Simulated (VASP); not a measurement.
# SnO2 (Fm-3m) in VASP: a series of runs

SnO2 is run at these levels: PBE, RPBE, BLYP; tasks: single point, relaxation of cell and atoms.

Everything below comes from runs of VASP 6.6.1. Logs are shortened: lines on timing, memory, paths and dates and some standing lists are left out, and cuts for length are marked.

**1. The cell of the first run**

It takes space group Fm-3m (No. 225, cubic). Conventional cell: a = 5.148 Å, b = 5.148 Å, c = 5.148 Å, α = 90.00°, β = 90.00°, γ = 90.00°. Sn (site symmetry m-3m) has 8 O at 2.23 Å within 2.9 Å. Within 2.9 Å of O (site symmetry -43m) lie 4 Sn at 2.23 Å and 6 O at 2.57 Å.

**2. Single point, PBE**

Contents of INCAR:

```
ALGO     = Normal         # electronic algorithm
EDIFF    = 1E-6           # SCF threshold, eV
ENCUT    = 520            # plane-wave cutoff, eV
GGA      = PE             # functional
ISIF     = 2              # what is computed and relaxed
ISMEAR   = 0              # smearing method
LASPH    = True           # aspherical terms in the spheres
LCHARG   = False          # write CHGCAR
LREAL    = False          # projectors in reciprocal space
LWAVE    = False          # write WAVECAR
NBANDS   = 20             # bands
NELM     = 60             # most SCF steps
PREC     = Accurate       # precision mode
SIGMA    = 0.012          # smearing width, eV
```

Contents of KPOINTS:

```
k-points
0
Gamma
  9 9 9
```

Contents of POSCAR:

```
SnO2
1.0
    0.0000000000      2.5741500000      2.5741500000
    2.5741500000      0.0000000000      2.5741500000
    2.5741500000      2.5741500000      0.0000000000
Sn O
1 2
Direct
    0.0000000000      0.0000000000      0.0000000000
    0.7500000000      0.7500000000      0.7500000000
    0.2500000000      0.2500000000      0.2500000000
```

Potentials or basis: VASP PAW PBE potentials, release 64 (Sn_d, O).

The run is started by

```
$ cat potpaw_PBE.64/Sn_d/POTCAR potpaw_PBE.64/O/POTCAR > POTCAR
$ mpirun -np 1 vasp_std > vasp.out
```

OUTCAR:

```text
EDIFF = 1E-6
   ENCUT = 520
   GGA = PE
   ISIF = 2
   ISMEAR = 0
   LASPH = True
   LREAL = False
   NELM = 60
   PREC = Accurate

 ion  position               nearest neighbor table
   1  0.000  0.000  0.000-   2 2.23   3 2.23   2 2.23   2 2.23   2 2.23   3 2.23   3 2.23   3 2.23

   2  0.750  0.750  0.750-   1 2.23   1 2.23   1 2.23   1 2.23
   3  0.250  0.250  0.250-   1 2.23   1 2.23   1 2.23   1 2.23

  LATTYP: Found a face centered cubic cell.
 ALAT       =     5.1483000000

  Lattice vectors:

 A1 = (   0.0000000000,   2.5741500000,   2.5741500000)
 A2 = (   2.5741500000,   0.0000000000,   2.5741500000)
 A3 = (   2.5741500000,   2.5741500000,   0.0000000000)

Analysis of symmetry for initial positions (statically):
=====================================================================
 Subroutine PRICEL returns:
 Original cell was already a primitive cell.

 Routine SETGRP: Setting up the symmetry group for a
 face centered cubic supercell.

 Subroutine GETGRP returns: Found 48 space group operations
 (whereof 48 operations were pure point group operations)
 out of a pool of 48 trial point group operations.

The static configuration has the point symmetry O_h .

Analysis of symmetry for dynamics (positions and initial velocities):
=====================================================================
 Subroutine PRICEL returns:
 Original cell was already a primitive cell.

 Routine SETGRP: Setting up the symmetry group for a
 face centered cubic supercell.

 Subroutine GETGRP returns: Found 48 space group operations
 (whereof 48 operations were pure point group operations)
 out of a pool of 48 trial point group operations.

The dynamic configuration has the point symmetry O_h .

 Subroutine INISYM returns: Found 48 space group operations
 (whereof 48 operations are pure point group operations),
 and found     1 'primitive' translations

----------------------------------------------------------------------------------------

                                     Primitive cell

  volume of cell :      34.1139

  direct lattice vectors                    reciprocal lattice vectors
     0.000000000  2.574150000  2.574150000    -0.194238875  0.194238875  0.194238875
     2.574150000  0.000000000  2.574150000     0.194238875 -0.194238875  0.194238875
     2.574150000  2.574150000  0.000000000     0.194238875  0.194238875 -0.194238875

  length of vectors
     3.640397842  3.640397842  3.640397842     0.336431600  0.336431600  0.336431600

  position of ions in fractional coordinates (direct lattice)
     0.000000000  0.000000000  0.000000000
     0.750000000  0.750000000  0.750000000
     0.250000000  0.250000000  0.250000000

  ion indices of the primitive-cell ions
   primitive index   ion index
                 1           1
                 2           2
                 3           3

----------------------------------------------------------------------------------------

 KPOINTS: k-points

Automatic generation of k-mesh.
 Grid dimensions read from file:
 generate k-points for:    9    9    9

 Generating k-lattice:

  Cartesian coordinates                     Fractional coordinates (reciprocal lattice)
    -0.021582097  0.021582097  0.021582097     0.111111111  0.000000000  0.000000000
     0.021582097 -0.021582097  0.021582097     0.000000000  0.111111111  0.000000000
     0.021582097  0.021582097 -0.021582097     0.000000000  0.000000000  0.111111111

  Length of vectors
     0.037381289  0.037381289  0.037381289

  Shift w.r.t. Gamma in fractional coordinates (k-lattice)
     0.000000000  0.000000000  0.000000000

 Subroutine IBZKPT returns following result:
 ===========================================

 Found     35 irreducible k-points:

 Following reciprocal coordinates:
            Coordinates               Weight
  0.000000  0.000000  0.000000      1.000000
  0.111111  0.000000  0.000000      8.000000
  0.222222  0.000000  0.000000      8.000000
  0.333333  0.000000  0.000000      8.000000
  0.444444  0.000000  0.000000      8.000000
  0.111111  0.111111  0.000000      6.000000
[... 16 lines left out ...]
 -0.333333  0.333333  0.000000     12.000000
  0.444444  0.444444  0.000000      6.000000
 [... further k-points ...]
   k-points           NKPTS =     35   k-points in BZ     NKDIM =     35   number of bands    NBANDS=     20
   number of dos      NEDOS =    301   number of ions     NIONS =      3
   total plane-waves  NPLWV =  21952
   dimension x,y,z NGX =    28 NGY =   28 NGZ =   28
   dimension x,y,z NGXF=    56 NGYF=   56 NGZF=   56
   ions per type =               1   2
   NGX,Y,Z   is equivalent  to a cutoff of  12.79, 12.79, 12.79 a.u.
   NGXF,Y,Z  is equivalent  to a cutoff of  25.57, 25.57, 25.57 a.u.
 SYSTEM =  unknown system
   PREC   = accura    normal or accurate (medium, high low for compatibility)
   ISTART =      0    job   : 0-new  1-cont  2-samecut
   ICHARG =      2    charge: 1-file 2-atom 10-const
   ISPIN  =      1    spin polarized calculation?
   LNONCOLLINEAR =      F non collinear calculations
   LSORBIT =      F    spin-orbit coupling
   LASPH  =      T    aspherical Exc in radial PAW
   ENCUT  =  520.0 eV  38.22 Ry    6.18 a.u.   6.77  6.77  6.77*2*pi/ulx,y,z
   NELM   =     60;   NELMIN=  2; NELMDL= -5     # of ELM steps
   EDIFF  = 0.1E-05   stopping-criterion for ELM
   LREAL  =      F    real-space projection
   EDIFFG = 0.1E-04   stopping-criterion for IOM
   NSW    =      0    number of steps for IOM
   IBRION =     -1    ionic relax: 0-MD 1-quasi-New 2-CG
   NFREE  =      0    steps in history (QN), initial steepest desc. (CG)
   ISIF   =      2    stress and relaxation
   ISYM   =      2    0-nonsym 1-usesym 2-fastsym
   POTIM  = 0.5000    time-step for ionic-motion
   TEBEG  =    0.0;   TEEND  =   0.0 temperature during run
   PSTRESS=    0.0 pullay stress
   NELECT =      26.0000    total number of electrons
   NUPDOWN=      -1.0000    fix difference up-down
   EMIN   =  10.00;   EMAX   =-10.00  energy-range for DOS
   EFERMI =   0.00;   METHOD = LEGACY
   ISMEAR =     0;   SIGMA  =   0.01  broadening in eV -4-tet -1-fermi 0-gaus
   EFERMI_NEDOS =   21; number of points for ismear=-14 and -15
   IALGO  =     38    algorithm
   IMIX   =      4    mixing-type and parameters
     AMIX     =   0.40;   BMIX     =  1.00
     AMIX_MAG =   1.60;   BMIX_MAG =  1.00
  volume/ion in A,a.u.               =      11.37        76.74
  Fermi-wavevector in a.u.,A,eV,Ry     =   1.495393  2.825884 30.425363  2.236201
  Thomas-Fermi vector in A             =   2.607544
   LORBIT       =      0    0 simple, 1 ext, 2 COOP (PROOUT), +10 PAW based schemes
   GGA     = PE    functional components
   LHFCALC =     F    Hartree Fock is set to
   AEXX    =    0.0000 exact exchange contribution
   IVDW    =     0    specifies the selected vdW correction
   LEPSILON=     F    determine dielectric tensor
   LRPA    =     F    only Hartree local field effects (RPA)
 non-spin polarized calculation
 Gauss-broadening in eV      SIGMA  =   0.01
  energy-cutoff  :      520.00
  volume of cell :       34.11
 maximum number of plane-waves:       941
   NGX = 13   NGY = 13   NGZ = 13

 number of electron      25.9999992 magnetization

 Free energy of the ion-electron system (eV)
  ---------------------------------------------------
  ext. energy  EPLUGINS =         0.00000000
  ---------------------------------------------------
  free energy    TOTEN  =       -17.91697668 eV

  energy without entropy =      -17.91692060  energy(sigma->0) =      -17.91694864

 E-fermi :   7.2842     XC(G=0): -11.6629

 val. band max:        7.2678925079   @ k =  -0.3333   0.4444   0.1111
 cond. band min:       8.3992148005   @ k =   0.1111   0.0000   0.0000
 fundamental gap:      1.1313222926
 Fermi energy:         7.2841821240

 k-point     1 :       0.0000    0.0000    0.0000
  band No.  band energies     occupation
      1     -13.2157      2.00000
      2     -13.2157      2.00000
      3     -13.2157      2.00000
      4     -13.0920      2.00000
      5     -13.0920      2.00000
      6     -11.9494      2.00000
[... 12 lines left out ...]
     19      22.4380      0.00000
     20      22.4380      0.00000

 k-point     2 :       0.1111    0.0000    0.0000
  band No.  band energies     occupation
      1     -13.2573      2.00000
      2     -13.2073      2.00000
      3     -13.2073      2.00000
      4     -13.0922      2.00000
      5     -13.0922      2.00000
      6     -11.8291      2.00000
[... 12 lines left out ...]
     19      22.4600      0.00000
     20      22.4600      0.00000

 k-point     3 :       0.2222    0.0000    0.0000
  band No.  band energies     occupation
      1     -13.3739      2.00000
      2     -13.1901      2.00000
      3     -13.1901      2.00000
      4     -13.0888      2.00000
      5     -13.0888      2.00000
      6     -11.4538      2.00000
[... 12 lines left out ...]
     19      22.5186      0.00000
     20      22.9033      0.00000

 k-point     4 :       0.3333    0.0000    0.0000
  band No.  band energies     occupation
      1     -13.5122      2.00000
      2     -13.1795      2.00000
      3     -13.1795      2.00000
      4     -13.0756      2.00000
      5     -13.0756      2.00000
      6     -10.8507      2.00000
[... 12 lines left out ...]
     19      22.5505      0.00000
     20      23.1715      0.00000

 k-point     5 :       0.4444    0.0000    0.0000
  band No.  band energies     occupation
      1     -13.6018      2.00000
      2     -13.1776      2.00000
      3     -13.1776      2.00000
      4     -13.0618      2.00000
      5     -13.0618      2.00000
      6     -10.1567      2.00000
[... 12 lines left out ...]
     19      22.4907      0.00000
     20      22.6619      0.00000
[... 353 lines left out ...]
      6     -10.4369      2.00000
[... 12 lines left out ...]
     19      24.1118      0.00000
     20      25.5636      0.00000

 k-point    22 :      -0.4444    0.3333    0.0000
  band No.  band energies     occupation
      1     -13.5967      2.00000
      2     -13.2384      2.00000
      3     -13.1345      2.00000
      4     -13.0969      2.00000
      5     -13.0635      2.00000
      6      -9.9368      2.00000
[... 12 lines left out ...]
     19      24.0452      0.00000
     20      25.4635      0.00000

 k-point    23 :      -0.3333    0.3333    0.0000
  band No.  band energies     occupation
      1     -13.5010      2.00000
      2     -13.3537      2.00000
      3     -13.1188      2.00000
      4     -13.1056      2.00000
      5     -13.0816      2.00000
      6      -9.4463      2.00000
[... 12 lines left out ...]
     19      23.1534      0.00000
     20      26.1764      0.00000

 k-point    24 :       0.4444    0.4444    0.0000
  band No.  band energies     occupation
      1     -13.6901      2.00000
      2     -13.1521      2.00000
      3     -13.0779      2.00000
      4     -13.0779      2.00000
      5     -13.0539      2.00000
      6     -10.3788      2.00000
[... 12 lines left out ...]
     19      24.3781      0.00000
     20      24.8385      0.00000

 [... further k-points ...]

------------------------ aborting loop because EDIFF is reached ----------------------------------------

  FORCE on cell =-STRESS in cart. coord.  units (eV):
  Direction    XX          YY          ZZ          XY          YZ          ZX
  --------------------------------------------------------------------------------------
  -------------------------------------------------------------------------------------
  Total        0.0173477      0.0173477      0.0173477      0.0000000      0.0000000     -0.0000000
  in kB        0.8147428      0.8147428      0.8147428      0.0000000      0.0000000     -0.0000000
  external PRESSURE =       0.8147428 kB  Pullay stress =       0.0000000 kB

 VOLUME and BASIS-vectors are now :
 -----------------------------------------------------------------------------
  energy-cutoff  :      520.00
  volume of cell :       34.11
      direct lattice vectors                 reciprocal lattice vectors
     0.000000000  2.574150000  2.574150000    -0.194238875  0.194238875  0.194238875
     2.574150000  0.000000000  2.574150000     0.194238875 -0.194238875  0.194238875
     2.574150000  2.574150000  0.000000000     0.194238875  0.194238875 -0.194238875

 POSITION                                       TOTAL-FORCE (eV/Angst)
 -----------------------------------------------------------------------------------
      0.00000      0.00000      0.00000        -0.000000      0.000000      0.000000
      3.86123      3.86123      3.86123        -0.000000     -0.000000      0.000000
      1.28707      1.28707      1.28707         0.000000      0.000000     -0.000000
 -----------------------------------------------------------------------------------
    total drift:                               -0.000000     -0.000000      0.000000

  FREE ENERGIE OF THE ION-ELECTRON SYSTEM (eV)
  ---------------------------------------------------
  free  energy   TOTEN  =       -17.9169766752 eV

  energy  without entropy=      -17.9169206012  energy(sigma->0) =      -17.91694864
```

It took 42 s on 1 thread of Intel Xeon 8259CL, shared host; peak memory 0.17 GiB.

Results:

```yaml
Free_energy: -17.9170 eV
Pressure: 0.1 GPa
Band_gap_on_the_k_mesh: zero (bands 13 and 14 overlap by 0.10 eV)
```

Caveat: semilocal functionals underestimate gaps, so a narrow gap can read as zero; spin-orbit coupling is left out, which moves the levels of the heavy elements.

**3. Single point, RPBE**

This run uses another cell than the first one, of 11.60 Å³/atom.

Contents of INCAR:

```
  ALGO = Normal
  EDIFF = 1E-6
  ENCUT = 520
  GGA = RP
  ISIF = 2
  ISMEAR = -1
  LASPH = T
  LCHARG = T
  LELF = T
  LREAL = F
  LVHAR = T
  LWAVE = F
  NBANDS = 20
  NELM = 60
  PREC = Accurate
  SIGMA = 0.05
```

KPOINTS is that of step 2.

Contents of POSCAR:

```
SnO2
1.0
    0.0000000000      2.5916292561      2.5916292561
    2.5916292561      0.0000000000      2.5916292561
    2.5916292561      2.5916292561      0.0000000000
Sn O
1 2
Direct
    0.0000000000      0.0000000000      0.0000000000
    0.7500000000      0.7500000000      0.7500000000
    0.2500000000      0.2500000000      0.2500000000
```

Potentials or basis: VASP PAW PBE potentials, release 64 (Sn_d, O).

The run is started by

```
$ cat potpaw_PBE.64/Sn_d/POTCAR potpaw_PBE.64/O/POTCAR > POTCAR
$ mpirun -np 1 vasp_std > vasp.out
```

Wall time 42 s (1 thread of Intel Xeon 8259CL, shared host); peak memory 0.17 GiB.

It converged, with:

```yaml
Free_energy: -16.6972 eV
Pressure: 0.5 GPa
Band_gap_on_the_k_mesh: zero (bands 13 and 14 overlap by 0.22 eV)
```

Levels at points of the mesh, in eV from the Fermi level:
```csv
k point,band 10,band 11,band 12,band 13,band 14,band 15,band 16,band 17
"(0.00, 0.00, 0.00)",-2.86,-1.40,-1.40,-1.40,-0.44,6.89,6.89,6.89
```

Caveat: semilocal functionals underestimate gaps, so a narrow gap can read as zero; the PAW data sets were made with another functional, which shifts forces and pressure a little; spin-orbit coupling is left out, which moves the levels of the heavy elements.

**4. Single point, BLYP**

This run uses another cell than the first one, of 11.75 Å³/atom.

Contents of INCAR:

```
AGGAC = 1.0 ; AGGAX = 1.0
ALDAC = 0.0 ; ALDAX = 1.0
ALGO = Normal ; EDIFF = 1E-7
ENCUT = 520 ; GGA = B5
ISIF = 2 ; ISMEAR = -1
LASPH = T ; LCHARG = F
LREAL = F ; LWAVE = F
NBANDS = 20 ; NELM = 80
PREC = Accurate ; SIGMA = 0.05
```

KPOINTS is that of step 3.

Contents of POSCAR:

```
SnO2
1.0
    0.0000000000      2.6021410912      2.6021410912
    2.6021410912      0.0000000000      2.6021410912
    2.6021410912      2.6021410912      0.0000000000
Sn O
1 2
Direct
    0.0000000000      0.0000000000      0.0000000000
    0.7500000000      0.7500000000      0.7500000000
    0.2500000000      0.2500000000      0.2500000000
```

The run is started by

```
$ cat potpaw_PBE.64/Sn_d/POTCAR potpaw_PBE.64/O/POTCAR > POTCAR
$ mpirun -np 1 vasp_std > vasp.out
```

It took 64 s on 1 thread of Intel Xeon 8259CL, shared host; peak memory 0.17 GiB.

It converged, with:

| Property | Result |
| --- | --- |
| Free energy | -16.6135 eV |
| Pressure | 0.5 GPa |
| Band gap on the k mesh | zero (bands 13 and 14 overlap by 0.36 eV) |

Levels at points of the mesh, in eV from the Fermi level:
| k point | band 10 | band 11 | band 12 | band 13 | band 14 | band 15 | band 16 | band 17 |
| --- | --- | --- | --- | --- | --- | --- | --- | --- |
| (0.00, 0.00, 0.00) | -2.77 | -1.37 | -1.37 | -1.37 | -0.58 | 6.83 | 6.83 | 6.83 |

Caveat: semilocal functionals underestimate gaps, so a narrow gap can read as zero; the PAW data sets were made with another functional, which shifts forces and pressure a little; spin-orbit coupling is left out, which moves the levels of the heavy elements.

**5. Relaxation of cell and atoms, RPBE**

Contents of INCAR:

```
PREC = Accurate
ENCUT = 600
EDIFF = 1E-6
ISMEAR = -1
SIGMA = 0.05
LREAL = F
LASPH = T
NELM = 80
ALGO = Normal
ISIF = 3
LWAVE = F
LCHARG = F
GGA = RP
IBRION = 2
NSW = 60
EDIFFG = -0.01
```

Contents of KPOINTS:

```
regular mesh
0
Gamma
  9 9 9
```

Contents of POSCAR:

```
SnO2
1.0
    0.0000000000      2.5741500000      2.5741500000
    2.5741500000      0.0000000000      2.5741500000
    2.5741500000      2.5741500000      0.0000000000
Sn O
1 2
Direct
    0.0000000000      0.0000000000      0.0000000000
    0.7500000000      0.7500000000      0.7500000000
    0.2500000000      0.2500000000      0.2500000000
```

The run is started by

```
$ cat potpaw_PBE.64/Sn_d/POTCAR potpaw_PBE.64/O/POTCAR > POTCAR
$ mpirun -np 1 vasp_std > vasp.out
```

Run time: 1.7 min. Hardware: 1 thread of Intel Xeon 8259CL, shared host; peak memory 0.19 GiB.

The run converged. Its results:

| Item | Value |
| --- | --- |
| Free energy | -16.7007 eV |
| Relaxed volume | 11.62 Å³/atom |
| Relaxed cell | a = 3.667 Å, b = 3.667 Å, c = 3.667 Å, α = 60.00°, β = 60.00°, γ = 60.00° |
| Space group after relaxing (to 0.1 Å) | Fm-3m (No. 225) |
| Energy gained by relaxing | 3.1 meV/atom |
| Ionic steps | 3 |
| Pressure after relaxing | 0.0 GPa |
| Band gap on the k mesh | zero (bands 13 and 14 overlap by 0.24 eV) |

The path:
| step | energy change (eV) | largest force (eV/Å) | pressure (GPa) | volume (Å³) |
| --- | --- | --- | --- | --- |
| 1 | 0.0000 | 0.0000 | 4.07 | 34.11 |
| 2 | -0.0023 | 0.0000 | -3.20 | 35.56 |
| 3 | -0.0093 | 0.0000 | 0.00 | 34.87 |

Final structure:
```cif
data_structure
_symmetry_space_group_name_H-M 'P 1'
_symmetry_Int_Tables_number 1
_cell_length_a 3.6672
_cell_length_b 3.6672
_cell_length_c 3.6672
_cell_angle_alpha 60.000
_cell_angle_beta 60.000
_cell_angle_gamma 60.000
_cell_volume 34.87
loop_
_atom_site_label
_atom_site_type_symbol
_atom_site_fract_x
_atom_site_fract_y
_atom_site_fract_z
_atom_site_occupancy
Sn1 Sn 0.00000 0.00000 0.00000 1
O1 O 0.75000 0.75000 0.75000 1
O2 O 0.25000 0.25000 0.25000 1
```

Levels at points of the mesh, in eV from the Fermi level:
| k point | band 10 | band 11 | band 12 | band 13 | band 14 | band 15 | band 16 | band 17 |
| --- | --- | --- | --- | --- | --- | --- | --- | --- |
| (0.00, 0.00, 0.00) | -2.86 | -1.40 | -1.40 | -1.40 | -0.45 | 6.88 | 6.88 | 6.88 |

Caveat: semilocal functionals underestimate gaps, so a narrow gap can read as zero; the PAW data sets were made with another functional, which shifts forces and pressure a little; spin-orbit coupling is left out, which moves the levels of the heavy elements.

**6. Summary**

```tsv
task	level	cell	cutoff (eV)	smearing	gap on the mesh (eV)	pressure (GPa)
single point	PBE	a = 3.640 Å, angles 60.0°, 3 atoms	520	gaussian 0.012 eV	none	0.1
single point	RPBE	a = 3.665 Å, angles 60.0°, 3 atoms	520	fermi-dirac 0.05 eV	none	0.5
single point	BLYP	a = 3.680 Å, angles 60.0°, 3 atoms	520	fermi-dirac 0.05 eV	none	0.5
relaxation of cell and atoms	RPBE	relaxed from a = 3.640 Å, angles 60.0°, 3 atoms	600	fermi-dirac 0.05 eV	none	0.0
```

Alike in all rows: potentials or basis VASP PAW PBE potentials, release 64 (Sn_d, O); no spin polarisation; k mesh 9 × 9 × 9.

Caveats: semilocal functionals underestimate gaps, so a narrow gap can read as zero; spin-orbit coupling is left out, which moves the levels of the heavy elements; the PAW data sets were made with another functional, which shifts forces and pressure a little (at least some runs).

Absolute energies hang on the potentials; compare differences alone.
